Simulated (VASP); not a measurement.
# Cd (P6/mmm) in VASP: single point with PBEsol+D4

Aim: the single point of Cd with PBEsol+D4.

Program: VASP 6.6.1. These are calculated values, not measurements. Logs are shortened: lines on timing, memory, paths and dates and some standing lists are left out, and cuts for length are marked.

### 1 The cell of the first run

Symmetry: P6/mmm, No. 191, hexagonal system. Conventional cell: a = 3.516 Å, b = 3.516 Å, c = 4.643 Å, α = 90.00°, β = 90.00°, γ = 120.00°. Cd (site symmetry 6/mmm) has 6 Cd at 3.52 Å within 4.6 Å.

### 2 Single point, PBEsol+D4

Input file INCAR:

```
SYSTEM = Cd
PREC = Accurate ; ENCUT = 500
EDIFF = 1E-6 ; ISMEAR = 1
SIGMA = 0.1 ; LREAL = .FALSE.
LASPH = .TRUE. ; NELM = 120
ALGO = Normal ; ISIF = 2
LWAVE = .FALSE. ; LCHARG = .TRUE.
GGA = PS ; IVDW = 13
LELF = .TRUE. ; LVHAR = .TRUE.
NBANDS = 12 ; GGA_COMPAT = .FALSE.
```

Input file KPOINTS:

```
Automatic mesh
0
G
  6 6 4
  0 0 0
```

Input file POSCAR:

```
Cd
1.0
    3.5155260000      0.0000000000      0.0000000000
   -1.7577630000      3.0445350000      0.0000000000
    0.0000000000      0.0000000000      4.6429790000
Cd
1
Direct
    0.0000000000      0.0000000000      0.0000000000
```

Potentials or basis: VASP PAW PBE potentials, release 64 (Cd).

The run is started by

```bash
$ cat potpaw_PBE.64/Cd/POTCAR > POTCAR
$ mpirun -np 1 vasp_std > vasp.out
```

OUTCAR:

```text
SYSTEM = Cd
   PREC = Accurate
   ENCUT = 500
   EDIFF = 1E-6
   ISMEAR = 1
   LREAL = .FALSE.
   LASPH = .TRUE.
   NELM = 120
   ISIF = 2
   GGA = PS
   IVDW = 13

 ion  position               nearest neighbor table
   1  0.000  0.000  0.000-

  LATTYP: Found a hexagonal cell.
 ALAT       =     3.5155260000
 C/A-ratio  =     1.3207067733

  Lattice vectors:

 A1 = (   3.5155260000,   0.0000000000,   0.0000000000)
 A2 = (  -1.7577630000,   3.0445350000,   0.0000000000)
 A3 = (   0.0000000000,   0.0000000000,   4.6429790000)

Analysis of symmetry for initial positions (statically):
=====================================================================
 Subroutine PRICEL returns:
 Original cell was already a primitive cell.

 Routine SETGRP: Setting up the symmetry group for a
 hexagonal supercell.

 Subroutine GETGRP returns: Found 24 space group operations
 (whereof 24 operations were pure point group operations)
 out of a pool of 24 trial point group operations.

The static configuration has the point symmetry D_6h.

Analysis of symmetry for dynamics (positions and initial velocities):
=====================================================================
 Subroutine PRICEL returns:
 Original cell was already a primitive cell.

 Routine SETGRP: Setting up the symmetry group for a
 hexagonal supercell.

 Subroutine GETGRP returns: Found 24 space group operations
 (whereof 24 operations were pure point group operations)
 out of a pool of 24 trial point group operations.

The dynamic configuration has the point symmetry D_6h.

 Subroutine INISYM returns: Found 24 space group operations
 (whereof 24 operations are pure point group operations),
 and found     1 'primitive' translations

----------------------------------------------------------------------------------------

                                     Primitive cell

  volume of cell :      49.6945

  direct lattice vectors                    reciprocal lattice vectors
     3.515526000  0.000000000  0.000000000     0.284452455  0.164228692  0.000000000
    -1.757763000  3.044535000  0.000000000     0.000000000  0.328457383  0.000000000
     0.000000000  0.000000000  4.642979000     0.000000000  0.000000000  0.215378963

  length of vectors
     3.515526000  3.515526153  4.642979000     0.328457398  0.328457383  0.215378963

  position of ions in fractional coordinates (direct lattice)
     0.000000000  0.000000000  0.000000000

  ion indices of the primitive-cell ions
   primitive index   ion index
[... 77 lines left out ...]
   POTIM  = 0.5000    time-step for ionic-motion
   TEBEG  =    0.0;   TEEND  =   0.0 temperature during run
   PSTRESS=    0.0 pullay stress
   NELECT =      12.0000    total number of electrons
   NUPDOWN=      -1.0000    fix difference up-down
   EMIN   =  10.00;   EMAX   =-10.00  energy-range for DOS
   EFERMI =   0.00;   METHOD = LEGACY
   ISMEAR =     1;   SIGMA  =   0.10  broadening in eV -4-tet -1-fermi 0-gaus
   EFERMI_NEDOS =   21; number of points for ismear=-14 and -15
   IALGO  =     38    algorithm
   IMIX   =      4    mixing-type and parameters
     AMIX     =   0.40;   BMIX     =  1.00
     AMIX_MAG =   1.60;   BMIX_MAG =  1.00
  volume/ion in A,a.u.               =      49.69       335.35
  Fermi-wavevector in a.u.,A,eV,Ry     =   1.019450  1.926481 14.140239  1.039278
  Thomas-Fermi vector in A             =   2.152964
   LORBIT       =      0    0 simple, 1 ext, 2 COOP (PROOUT), +10 PAW based schemes
   GGA     = PS    functional components
   LHFCALC =     F    Hartree Fock is set to
   AEXX    =    0.0000 exact exchange contribution
   IVDW    =    13    specifies the selected vdW correction
   LEPSILON=     F    determine dielectric tensor
   LRPA    =     F    only Hartree local field effects (RPA)
 non-spin polarized calculation
 Methfessel and Paxton  Order N= 1 SIGMA  =   0.10
  energy-cutoff  :      500.00
  volume of cell :       49.69
 maximum number of plane-waves:      1275
 NGX is ok and might be reduce to    28
   NGX = 13   NGY = 13   NGZ = 17

 number of electron      11.9999992 magnetization

 Free energy of the ion-electron system (eV)
  ---------------------------------------------------
  ext. energy  EPLUGINS =         0.00000000
  ---------------------------------------------------
  free energy    TOTEN  =        -0.46194987 eV

  energy without entropy =       -0.46141215  energy(sigma->0) =       -0.46177063

 E-fermi :  -1.0487     XC(G=0):  -7.1497

 val. band max:       -1.1110690873   @ k =   0.5000   0.0000   0.0000
 cond. band min:      -1.0351255719   @ k =   0.1667   0.0000   0.5000
 fundamental gap:      0.0759435155
 Fermi energy:        -1.0486797826

 k-point     1 :       0.0000    0.0000    0.0000
  band No.  band energies     occupation
      1      -9.4372      2.00000
      2      -9.2728      2.00000
      3      -9.2728      2.00000
      4      -9.0925      2.00000
      5      -9.0925      2.00000
      6      -5.9905      2.00000
      7       1.6431      0.00000
      8       4.0753      0.00000
      9       9.7510      0.00000
     10       9.7510      0.00000
     11      11.8030      0.00000
     12      13.1332      0.00000
[... 286 lines left out ...]
 k-point    21 :       0.3333    0.3333    0.5000
  band No.  band energies     occupation
      1      -9.2595      2.00000
      2      -9.2595      2.00000
      3      -9.1589      2.00000
      4      -9.1589      2.00000
      5      -9.1181      2.00000
      6      -0.5167     -0.00000
      7       1.1882      0.00000
      8       1.1882      0.00000
      9       2.7706      0.00000
     10       5.2723      0.00000
     11       5.2723      0.00000
     12      15.8727      0.00000

------------------------ aborting loop because EDIFF is reached ----------------------------------------

  DFT-D4 for vdW energy calculation

  Edisp (eV):   -0.10264

  FORCE on cell =-STRESS in cart. coord.  units (eV):
  Direction    XX          YY          ZZ          XY          YZ          ZX
  --------------------------------------------------------------------------------------
  -------------------------------------------------------------------------------------
  Total      -1.29365    -1.29365    -0.53839     0.00000     0.00000     0.00000
  in kB     -41.70796   -41.70796   -17.35793     0.00000     0.00000     0.00000
  external pressure =      -33.59 kB  Pullay stress =        0.00 kB

 VOLUME and BASIS-vectors are now :
 -----------------------------------------------------------------------------
  energy-cutoff  :      500.00
  volume of cell :       49.69
      direct lattice vectors                 reciprocal lattice vectors
     3.515526000  0.000000000  0.000000000     0.284452455  0.164228692  0.000000000
    -1.757763000  3.044535000  0.000000000     0.000000000  0.328457383  0.000000000
     0.000000000  0.000000000  4.642979000     0.000000000  0.000000000  0.215378963

 POSITION                                       TOTAL-FORCE (eV/Angst)
 -----------------------------------------------------------------------------------
      0.00000      0.00000      0.00000        -0.000000      0.000000      0.000000
 -----------------------------------------------------------------------------------
    total drift:                               -0.000000     -0.000000      0.000000

  FREE ENERGIE OF THE ION-ELECTRON SYSTEM (eV)
  ---------------------------------------------------
  free  energy   TOTEN  =        -0.5645929808 eV

  energy  without entropy=       -0.5640552606  energy(sigma->0) =       -0.56441374
```

stdout:

```text
POSCAR found type information on POSCAR Cd
 POSCAR found :  1 types and       1 ions
 scaLAPACK will be used
 -----------------------------------------------------------------------------
|                                                                             |
|                                                                             |
|     You enforced a specific xc type in the INCAR file but a different       |
|     I HOPE YOU KNOW WHAT YOU ARE DOING!                                     |
|                                                                             |
 -----------------------------------------------------------------------------

 LDA part: xc-table for (Slater+PW92), standard interpolation
 POSCAR, INCAR and KPOINTS ok, starting setup
 FFT: planning ... GRIDC
 FFT: planning ... GRID_SOFT
 FFT: planning ... GRID
 WAVECAR not read
 entering main loop
```

Wall time 4.8 s (1 thread of Intel Xeon 6975P-C (Granite Rapids), shared host); peak memory 0.16 GiB.

What came out:

| Item | Value |
| --- | --- |
| Free energy | -0.5646 eV |
| Pressure | -3.4 GPa |
| Band gap on the k mesh | zero (band 6 reaches -0.52 eV, above the bottom of band 7 at -1.54 eV) |
| Dispersion energy per atom | -0.103 eV |

Caveat: the PAW data sets were made with another functional, which shifts forces and pressure a little; pairwise dispersion overbinds metals, which lowers pressure and volume.
